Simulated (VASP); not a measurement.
# BaTiO3 (Amm2) in VASP: further runs

Runs on BaTiO3. Level: PBEsol. Tasks: single point.

All numbers are computed with VASP 6.6.1; they aren't measurements. Logs are shortened: lines on timing, memory, paths and dates and some standing lists are left out, and cuts for length are marked.

## 1. The cell of the first run

The structure is orthorhombic, space group Amm2 (No. 38). The conventional cell has a = 3.984 Å, b = 5.674 Å, c = 5.521 Å, α = 90.00°, β = 90.00°, γ = 90.00°. Ba (site symmetry mm2) has 12 O at 2.72 to 2.84 Å and 8 Ti at 3.37 to 3.47 Å within 3.6 Å. Ti (site symmetry mm2) has 6 O at 1.92 to 2.03 Å within 2.6 Å. Within 2.6 Å of O (site symmetry mm2) lie 2 Ti at 1.99 Å. O (site symmetry m) has 2 Ti at 1.92 to 2.03 Å within 2.6 Å.

## 2. Single point, PBEsol (zz strain of -3 %)

The input, INCAR:

```
PREC = Accurate
ENCUT = 520
EDIFF = 1E-7
ISMEAR = -1
SIGMA = 0.05
LREAL = False
LASPH = True
NELM = 80
ALGO = Normal
ISIF = 2
LWAVE = False
LCHARG = False
GGA = PS
NBANDS = 28
```

The input, KPOINTS:

```
Automatic mesh
0
Gamma
  8 8 8
```

The input, POSCAR:

```
BaTiO3
1.0
    3.9841000000      0.0000000000      0.0000000000
    0.0000000000      2.8370500000      2.7604260000
    0.0000000000     -2.8370500000      2.7604260000
Ba Ti O
1 1 3
Direct
    0.0000000000      0.0000000000      0.0000000000
    0.5000000000      0.5079000000      0.5079000000
    0.0000000000      0.4921000000      0.4921000000
    0.5000000000      0.5025100000      0.9937100000
    0.5000000000      0.9937100000      0.5025100000
```

Potentials or basis: VASP PAW PBE potentials, release 64 (Ba_sv, Ti_sv, O).

The run is started by

```
cat potpaw_PBE.64/Ba_sv/POTCAR potpaw_PBE.64/Ti_sv/POTCAR potpaw_PBE.64/O/POTCAR > POTCAR
mpirun -np 1 vasp_std > vasp.out
```

OUTCAR:

```text
PREC = Accurate
   ENCUT = 520
   EDIFF = 1E-7
   ISMEAR = -1
   LREAL = False
   LASPH = True
   NELM = 80
   ISIF = 2
   GGA = PS

 ion  position               nearest neighbor table
   1  0.000  0.000  0.000-   3 2.72   4 2.80   5 2.80   4 2.80   5 2.80   3 2.80   4 2.82   5 2.82
                             4 2.82   5 2.82   3 2.84   3 2.84   2 3.37   2 3.37   2 3.44   2 3.44
   2  0.500  0.508  0.508-   4 1.92   5 1.92   3 1.99   3 1.99   5 2.03   4 2.03   1 3.37   1 3.37
                             1 3.44   1 3.44   1 3.47   1 3.47   1 3.47   1 3.47
   3  0.000  0.492  0.492-   2 1.99   2 1.99   1 2.72   1 2.80   1 2.84   1 2.84
   4  0.500  0.503  0.994-   2 1.92   2 2.03   1 2.80   1 2.80   1 2.82   1 2.82
   5  0.500  0.994  0.503-   2 1.92   2 2.03   1 2.80   1 2.80   1 2.82   1 2.82

  LATTYP: Found a base centered orthorhombic cell.
 ALAT       =     5.5208520000
 B/A-ratio  =     1.0277580344
 C/A-ratio  =     0.7216458619

  Lattice vectors:

 A1 = (   0.0000000000,   2.8370500000,   2.7604260000)
 A2 = (   0.0000000000,  -2.8370500000,   2.7604260000)
 A3 = (   3.9841000000,   0.0000000000,   0.0000000000)

Analysis of symmetry for initial positions (statically):
=====================================================================
 Subroutine PRICEL returns:
 Original cell was already a primitive cell.

 Routine SETGRP: Setting up the symmetry group for a
 base centered orthorhombic supercell.

 Subroutine GETGRP returns: Found  4 space group operations
 (whereof  4 operations were pure point group operations)
 out of a pool of  8 trial point group operations.

The static configuration has the point symmetry C_2v.

Analysis of symmetry for dynamics (positions and initial velocities):
=====================================================================
 Subroutine PRICEL returns:
 Original cell was already a primitive cell.

 Routine SETGRP: Setting up the symmetry group for a
 base centered orthorhombic supercell.

 Subroutine GETGRP returns: Found  4 space group operations
 (whereof  4 operations were pure point group operations)
 out of a pool of  8 trial point group operations.

The dynamic configuration has the point symmetry C_2v.

 Subroutine INISYM returns: Found  4 space group operations
 (whereof  4 operations are pure point group operations),
 and found     1 'primitive' translations

----------------------------------------------------------------------------------------

                                     Primitive cell

  volume of cell :      62.4027

  direct lattice vectors                    reciprocal lattice vectors
     3.984100000  0.000000000  0.000000000     0.250997716  0.000000000  0.000000000
     0.000000000  2.837050000  2.760426000     0.000000000  0.176239404  0.181131463
     0.000000000 -2.837050000  2.760426000     0.000000000 -0.176239404  0.181131463

  length of vectors
     3.984100000  3.958384065  3.958384065     0.250997716  0.252723039  0.252723039

  position of ions in fractional coordinates (direct lattice)
     0.000000000  0.000000000  0.000000000
     0.500000000  0.507900000  0.507900000
     0.000000000  0.492100000  0.492100000
     0.500000000  0.502510000  0.993710000
     0.500000000  0.993710000  0.502510000

  ion indices of the primitive-cell ions
   primitive index   ion index
                 1           1
                 2           2
                 3           3
                 4           4
                 5           5

----------------------------------------------------------------------------------------

 KPOINTS: Automatic mesh

Automatic generation of k-mesh.
 Grid dimensions read from file:
 generate k-points for:    8    8    8

 Generating k-lattice:

  Cartesian coordinates                     Fractional coordinates (reciprocal lattice)
     0.031374714  0.000000000  0.000000000     0.125000000  0.000000000  0.000000000
     0.000000000  0.022029925  0.022641433     0.000000000  0.125000000  0.000000000
     0.000000000 -0.022029925  0.022641433     0.000000000  0.000000000  0.125000000

  Length of vectors
     0.031374714  0.031590380  0.031590380

  Shift w.r.t. Gamma in fractional coordinates (k-lattice)
     0.000000000  0.000000000  0.000000000

 Subroutine IBZKPT returns following result:
 ===========================================

 Found    105 irreducible k-points:

 Following reciprocal coordinates:
            Coordinates               Weight
  0.000000  0.000000  0.000000      1.000000
  0.125000  0.000000  0.000000      2.000000
  0.250000  0.000000  0.000000      2.000000
  0.375000  0.000000  0.000000      2.000000
  0.500000  0.000000  0.000000      1.000000
  0.000000  0.125000  0.000000      4.000000
[... 16 lines left out ...]
  0.250000  0.500000  0.000000      4.000000
  0.375000  0.500000  0.000000      4.000000
 [... further k-points ...]
   k-points           NKPTS =    105   k-points in BZ     NKDIM =    105   number of bands    NBANDS=     28
   number of dos      NEDOS =    301   number of ions     NIONS =      5
   total plane-waves  NPLWV =  27000
   dimension x,y,z NGX =    30 NGY =   30 NGZ =   30
   dimension x,y,z NGXF=    60 NGYF=   60 NGZF=   60
   ions per type =               1   1   3
   NGX,Y,Z   is equivalent  to a cutoff of  12.52, 12.60, 12.60 a.u.
   NGXF,Y,Z  is equivalent  to a cutoff of  25.04, 25.20, 25.20 a.u.
 SYSTEM =  unknown system
   PREC   = accura    normal or accurate (medium, high low for compatibility)
   ISTART =      0    job   : 0-new  1-cont  2-samecut
   ICHARG =      2    charge: 1-file 2-atom 10-const
   ISPIN  =      1    spin polarized calculation?
   LNONCOLLINEAR =      F non collinear calculations
   LSORBIT =      F    spin-orbit coupling
   LASPH  =      T    aspherical Exc in radial PAW
   ENCUT  =  520.0 eV  38.22 Ry    6.18 a.u.   7.41  7.36  7.36*2*pi/ulx,y,z
   NELM   =     80;   NELMIN=  2; NELMDL= -5     # of ELM steps
   EDIFF  = 0.1E-06   stopping-criterion for ELM
   LREAL  =      F    real-space projection
   EDIFFG = 0.1E-05   stopping-criterion for IOM
   NSW    =      0    number of steps for IOM
   IBRION =     -1    ionic relax: 0-MD 1-quasi-New 2-CG
   NFREE  =      0    steps in history (QN), initial steepest desc. (CG)
   ISIF   =      2    stress and relaxation
   ISYM   =      2    0-nonsym 1-usesym 2-fastsym
   POTIM  = 0.5000    time-step for ionic-motion
   TEBEG  =    0.0;   TEEND  =   0.0 temperature during run
   PSTRESS=    0.0 pullay stress
   NELECT =      40.0000    total number of electrons
   NUPDOWN=      -1.0000    fix difference up-down
   EMIN   =  10.00;   EMAX   =-10.00  energy-range for DOS
   EFERMI =   0.00;   METHOD = LEGACY
   ISMEAR =    -1;   SIGMA  =   0.05  broadening in eV -4-tet -1-fermi 0-gaus
   EFERMI_NEDOS =   21; number of points for ismear=-14 and -15
   IALGO  =     38    algorithm
   IMIX   =      4    mixing-type and parameters
     AMIX     =   0.40;   BMIX     =  1.00
     AMIX_MAG =   1.60;   BMIX_MAG =  1.00
  volume/ion in A,a.u.               =      12.48        84.22
  Fermi-wavevector in a.u.,A,eV,Ry     =   1.411542  2.667427 27.108928  1.992450
  Thomas-Fermi vector in A             =   2.533382
   LORBIT       =      0    0 simple, 1 ext, 2 COOP (PROOUT), +10 PAW based schemes
   GGA     = PS    functional components
   LHFCALC =     F    Hartree Fock is set to
   AEXX    =    0.0000 exact exchange contribution
   IVDW    =     0    specifies the selected vdW correction
   LEPSILON=     F    determine dielectric tensor
   LRPA    =     F    only Hartree local field effects (RPA)
 non-spin polarized calculation
  energy-cutoff  :      520.00
  volume of cell :       62.40
 maximum number of plane-waves:      1709
 NGX is ok and might be reduce to    30
   NGX = 15   NGY = 15   NGZ = 15

 number of electron      39.9999994 magnetization

 Free energy of the ion-electron system (eV)
  ---------------------------------------------------
  ext. energy  EPLUGINS =         0.00000000
  ---------------------------------------------------
  free energy    TOTEN  =       -41.95268006 eV

  energy without entropy =      -41.95268006  energy(sigma->0) =      -41.95268006

 E-fermi :   4.8404     XC(G=0): -11.6589

 val. band max:        3.9160529559   @ k =   0.5000   0.5000   0.5000
 cond. band min:       5.7439221973   @ k =   0.0000   0.0000   0.0000
 fundamental gap:      1.8278692414
 Fermi energy:         4.8404218657

 k-point     1 :       0.0000    0.0000    0.0000
  band No.  band energies     occupation
      1     -52.3134      2.00000
      2     -28.6748      2.00000
      3     -28.6534      2.00000
      4     -28.6505      2.00000
      5     -20.8034      2.00000
      6     -12.9740      2.00000
[... 20 lines left out ...]
     27       8.8797      0.00000
     28      11.3651      0.00000

 k-point     2 :       0.1250    0.0000    0.0000
  band No.  band energies     occupation
      1     -52.3132      2.00000
      2     -28.6745      2.00000
      3     -28.6591      2.00000
      4     -28.6531      2.00000
      5     -20.7836      2.00000
      6     -12.9966      2.00000
[... 20 lines left out ...]
     27       9.1940      0.00000
     28      11.7392      0.00000

 k-point     3 :       0.2500    0.0000    0.0000
  band No.  band energies     occupation
      1     -52.3128      2.00000
      2     -28.6799      2.00000
      3     -28.6736      2.00000
      4     -28.6523      2.00000
      5     -20.7350      2.00000
      6     -13.0956      2.00000
[... 20 lines left out ...]
     27      10.0251      0.00000
     28      12.3724      0.00000

 k-point     4 :       0.3750    0.0000    0.0000
  band No.  band energies     occupation
      1     -52.3124      2.00000
      2     -28.7005      2.00000
      3     -28.6728      2.00000
      4     -28.6515      2.00000
      5     -20.6853      2.00000
      6     -13.2290      2.00000
[... 578 lines left out ...]
     27      11.8613      0.00000
     28      12.3934      0.00000

 k-point    23 :       0.2500    0.5000    0.0000
  band No.  band energies     occupation
      1     -52.3115      2.00000
      2     -28.7271      2.00000
      3     -28.6764      2.00000
      4     -28.6590      2.00000
      5     -20.6162      2.00000
      6     -12.9855      2.00000
[... 20 lines left out ...]
     27      12.6022      0.00000
     28      12.7336      0.00000

 k-point    24 :       0.3750    0.5000    0.0000
  band No.  band energies     occupation
      1     -52.3111      2.00000
      2     -28.7256      2.00000
      3     -28.6963      2.00000
      4     -28.6582      2.00000
      5     -20.5860      2.00000
      6     -12.7630      2.00000
[... 20 lines left out ...]
     27      12.0400      0.00000
     28      13.6618      0.00000

 [... further k-points ...]
[... 5 lines left out ...]
  --------------------------------------------------------------------------------------
  -------------------------------------------------------------------------------------
  Total        0.5927001      0.0396824      2.8230253      0.0000000      0.0000000      0.0000000
  in kB       15.2174621      1.0188393     72.4806413      0.0000000      0.0000000      0.0000000
  external PRESSURE =      29.5723142 kB  Pullay stress =       0.0000000 kB

 VOLUME and BASIS-vectors are now :
 -----------------------------------------------------------------------------
  energy-cutoff  :      520.00
  volume of cell :       62.40
      direct lattice vectors                 reciprocal lattice vectors
     3.984100000  0.000000000  0.000000000     0.250997716  0.000000000  0.000000000
     0.000000000  2.837050000  2.760426000     0.000000000  0.176239404  0.181131463
     0.000000000 -2.837050000  2.760426000     0.000000000 -0.176239404  0.181131463

 POSITION                                       TOTAL-FORCE (eV/Angst)
 -----------------------------------------------------------------------------------
      0.00000      0.00000      0.00000         0.000000      0.000000      0.068992
      1.99205      0.00000      2.80404         0.000000      0.000000      0.025987
      0.00000      0.00000      2.71681         0.000000      0.000000      0.129565
      1.99205     -1.39356      4.13020         0.000000     -0.058065     -0.112272
      1.99205      1.39356      4.13020         0.000000      0.058065     -0.112272
 -----------------------------------------------------------------------------------
    total drift:                                0.000000     -0.000000      0.000062

  FREE ENERGIE OF THE ION-ELECTRON SYSTEM (eV)
  ---------------------------------------------------
  free  energy   TOTEN  =       -41.9526800592 eV

  energy  without entropy=      -41.9526800583  energy(sigma->0) =      -41.95268006
```

Wall time 4.3 min (1 thread of Intel Xeon Platinum 8259CL at 2.50GHz (Skylake/Cascade Lake), shared host); peak memory 0.3 GiB.

Results:

* Free energy: -41.9527 eV
* Pressure: 3.0 GPa
* Largest force: 0.130 eV/Å
* Band gap on the k mesh: 1.83 eV (least direct gap 1.92 eV)

Forces on the atoms (eV/Å):
```
Ba   0.000  0.000  0.069
Ti   0.000  0.000  0.026
O    0.000  0.000  0.130
O    0.000 -0.058 -0.112
O    0.000  0.058 -0.112
```

Caveat: the cell differs from its parent crystal (zz strain of -3 %); the stress differs along the axes, from 0 to 7 GPa; the PAW data sets were made with another functional, which shifts forces and pressure a little; spin-orbit coupling is left out, which moves the levels of the heavy elements.

## 3. Single point, PBEsol (zz strain of +2 %)

The input, INCAR:

```
SYSTEM = BaTiO3
PREC     = Accurate       ! precision mode
ENCUT    = 520            ! plane-wave cutoff, eV
EDIFF    = 1E-7           ! SCF threshold, eV
ISMEAR   = -1             ! smearing method
SIGMA    = 0.05           ! smearing width, eV
LREAL    = .FALSE.        ! projectors in reciprocal space
LASPH    = .TRUE.         ! aspherical terms in the spheres
NELM     = 100            ! most SCF steps
ALGO     = Normal         ! electronic algorithm
ISIF     = 2              ! what is computed and relaxed
LWAVE    = .FALSE.        ! write WAVECAR
LCHARG   = .TRUE.         ! write CHGCAR
GGA      = PS             ! functional
LELF     = .TRUE.         ! ELF
LVHAR    = .TRUE.       
NBANDS   = 28             ! bands
```

The input, KPOINTS:

```
Automatic mesh
0
G
  8 8 8
  0 0 0
```

Changes to POSCAR since step 2:

```diff
@@ -3,4 +3,4 @@
     3.9841000000      0.0000000000      0.0000000000
-    0.0000000000      2.8370500000      2.7604260000
-    0.0000000000     -2.8370500000      2.7604260000
+    0.0000000000      2.8370500000      2.9027160000
+    0.0000000000     -2.8370500000      2.9027160000
 Ba Ti O
```

Potentials or basis: VASP PAW PBE potentials, release 64 (Ba_sv, Ti_sv, O).

The run is started by

```
cat potpaw_PBE.64/Ba_sv/POTCAR potpaw_PBE.64/Ti_sv/POTCAR potpaw_PBE.64/O/POTCAR > POTCAR
mpirun -np 1 vasp_std > vasp.out
```

OUTCAR:

```text
SYSTEM = BaTiO3
   PREC = Accurate
   ENCUT = 520
   EDIFF = 1E-7
   ISMEAR = -1
   LREAL = .FALSE.
   LASPH = .TRUE.
   NELM = 100
   ISIF = 2
   GGA = PS

 ion  position               nearest neighbor table
   1  0.000  0.000  0.000-   4 2.84   5 2.84   4 2.84   5 2.84   3 2.84   3 2.84   4 2.85   5 2.85
                             4 2.85   5 2.85   3 2.86   3 2.95   2 3.47   2 3.47   2 3.47   2 3.47
   2  0.500  0.508  0.508-   4 1.97   5 1.97   3 1.99   3 1.99   5 2.09   4 2.09   1 3.47   1 3.47
                             1 3.47   1 3.47   1 3.48   1 3.48   1 3.56   1 3.56
   3  0.000  0.492  0.492-   2 1.99   2 1.99   1 2.84   1 2.84   1 2.86   1 2.95
   4  0.500  0.503  0.994-   2 1.97   2 2.09   1 2.84   1 2.84   1 2.85   1 2.85
   5  0.500  0.994  0.503-   2 1.97   2 2.09   1 2.84   1 2.84   1 2.85   1 2.85

  LATTYP: Found a base centered orthorhombic cell.
 ALAT       =     5.6741000000
 B/A-ratio  =     1.0231458734
 C/A-ratio  =     0.7021554079

  Lattice vectors:

 A1 = (   0.0000000000,   2.8370500000,  -2.9027160000)
 A2 = (   0.0000000000,   2.8370500000,   2.9027160000)
 A3 = (   3.9841000000,   0.0000000000,   0.0000000000)

Analysis of symmetry for initial positions (statically):
[... 176 lines left out ...]

  energy without entropy =      -41.92834209  energy(sigma->0) =      -41.92834209

 E-fermi :   4.3915     XC(G=0): -11.3936

 val. band max:        3.5397017789   @ k =   0.5000   0.5000   0.5000
 cond. band min:       5.1940617721   @ k =   0.0000   0.0000   0.0000
 fundamental gap:      1.6543599931
 Fermi energy:         4.3915182085

 k-point     1 :       0.0000    0.0000    0.0000
  band No.  band energies     occupation
      1     -52.9144      2.00000
      2     -29.2403      2.00000
      3     -29.2304      2.00000
      4     -29.2215      2.00000
      5     -21.3041      2.00000
      6     -13.2547      2.00000
[... 733 lines left out ...]
     27      11.4144      0.00000
     28      12.9716      0.00000

 [... further k-points ...]
[... 5 lines left out ...]
  --------------------------------------------------------------------------------------
  -------------------------------------------------------------------------------------
  Total       -1.5752492     -1.5709239     -3.7349188      0.0000000      0.0000000      0.0000000
  in kB      -38.4616645    -38.3560582    -91.1926814      0.0000000      0.0000000      0.0000000
  external PRESSURE =     -56.0034681 kB  Pullay stress =       0.0000000 kB

 VOLUME and BASIS-vectors are now :
 -----------------------------------------------------------------------------
  energy-cutoff  :      520.00
  volume of cell :       65.62
      direct lattice vectors                 reciprocal lattice vectors
     3.984100000  0.000000000  0.000000000     0.250997716  0.000000000  0.000000000
     0.000000000  2.837050000  2.902716000     0.000000000  0.176239404  0.172252470
     0.000000000 -2.837050000  2.902716000     0.000000000 -0.176239404  0.172252470

 POSITION                                       TOTAL-FORCE (eV/Angst)
 -----------------------------------------------------------------------------------
      0.00000      0.00000      0.00000         0.000000      0.000000      0.094058
      1.99205      0.00000      2.94858         0.000000      0.000000      0.318129
      0.00000      0.00000      2.85685         0.000000      0.000000      0.088314
      1.99205     -1.39356      4.34310         0.000000      0.069713     -0.250250
      1.99205      1.39356      4.34310         0.000000     -0.069713     -0.250250
 -----------------------------------------------------------------------------------
    total drift:                                0.000000      0.000000     -0.000367

  FREE ENERGIE OF THE ION-ELECTRON SYSTEM (eV)
  ---------------------------------------------------
  free  energy   TOTEN  =       -41.9283420880 eV

  energy  without entropy=      -41.9283420852  energy(sigma->0) =      -41.92834209
```

Run time: 4.1 min. Hardware: 1 thread of Intel Xeon Platinum 8259CL at 2.50GHz (Skylake/Cascade Lake), shared host; peak memory 0.31 GiB.

Results:

| Property | Result |
| --- | --- |
| Free energy | -41.9283 eV |
| Pressure | -5.6 GPa |
| Largest force | 0.318 eV/Å |
| Band gap on the k mesh | 1.65 eV (least direct gap 1.82 eV) |

Forces in eV/Å, atoms in the order of the input:
```
Ba   0.000  0.000  0.094
Ti   0.000  0.000  0.318
O    0.000  0.000  0.088
O    0.000  0.070 -0.250
O    0.000 -0.070 -0.250
```

Caveat: the cell differs from its parent crystal (zz strain of +2 %); the stress differs along the axes, from -9 to -4 GPa; the PAW data sets were made with another functional, which shifts forces and pressure a little; spin-orbit coupling is left out, which moves the levels of the heavy elements. A k mesh can miss the band edges.
